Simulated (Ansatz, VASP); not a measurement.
# Two plane-wave programs on Sr2SeO

POSCAR

```
Sr2SeO
1.0
    4.0472512264      0.0000000000      0.0000000000
    0.0000000000      4.0472512264      0.0000000000
    0.0000000000      0.0000000000      5.7313070602
O Sr Se
1 2 1
Direct
    0.0000000000      0.0000000000      0.0000000000
    0.0000000000      0.0000000000      0.5000000000
    0.5000000000      0.5000000000      0.0000000000
    0.5000000000      0.5000000000      0.5000000000
```

The input INCAR.step1:

```
SYSTEM = Sr2SeO
PREC = Accurate ; ENCUT = 520
ISMEAR = 0 ; SIGMA = 0.01
LREAL = .FALSE. ; LASPH = .TRUE.
NELM = 80 ; NBANDS = 24
GGA = PE ; ALGO = Normal
EDIFF = 1E-4 ; LWAVE = .TRUE.
LCHARG = .FALSE.
```

INCAR.step2

```
SYSTEM = Sr2SeO
PREC = Accurate ; ENCUT = 520
EDIFF = 1E-6 ; ISMEAR = 0
SIGMA = 0.01 ; LREAL = .FALSE.
LASPH = .TRUE. ; NELM = 80
ALGO = Normal ; ISIF = 2
LWAVE = .FALSE. ; LCHARG = .FALSE.
METAGGA = R2SCAN ; LMIXTAU = .TRUE.
NBANDS = 24 ; ISTART = 1
```

Contents of KPOINTS:

```
regular mesh
0
G
  6 6 4
  0 0 0
```

Input for Ansatz:

```yaml
crystal:
  lattice:
    - [4.0472512264, 0.0, 0.0]
    - [0.0, 4.0472512264, 0.0]
    - [0.0, 0.0, 5.7313070602]
  atoms:
    - { symbol: O, position: [0.0, 0.0, 0.0] }
    - { symbol: Sr, position: [0.0, 0.0, 0.5] }
    - { symbol: Se, position: [0.5, 0.5, 0.5] }
    - { symbol: Sr, position: [0.5, 0.5, 0.0] }
kpoints:
  mp_grid: { grid: [6, 6, 4] }
hamiltonian:
  xc: r2scan
scf:
  occupations: { method: fixed }
  n_extra_bands: 5
output:
  forces: true
  stress: true
  eigenvalues: true
```

Alike in both runs: task single point; functional r2SCAN; k mesh 6 × 6 × 4; no spin polarisation.

|  | VASP | Ansatz |
| --- | --- | --- |
| version | VASP 6.6.1 | Ansatz 0.2.0 |
| potentials or method | VASP PAW PBE potentials, release 64 (O, Sr_sv, Se) | plane waves, PAW |
| plane-wave cutoff (eV) | 520 | 500 |
| occupations | gaussian, width 0.01 eV | fixed |
| valence electrons in the cell | 32 | 42 |

|  | VASP | Ansatz | Ansatz less VASP |
| --- | --- | --- | --- |
| gap on the k mesh at the Fermi level (eV) | 2.35 | 2.37 | +0.028 |
| pressure (GPa) | 4.2 | 3.9 | -0.26 |

VASP's potentials were made for PBE, not for r2SCAN. VASP's potentials hold 32 valence electrons a cell and Ansatz's 42, so a difference there can come from the potentials and not from the codes.
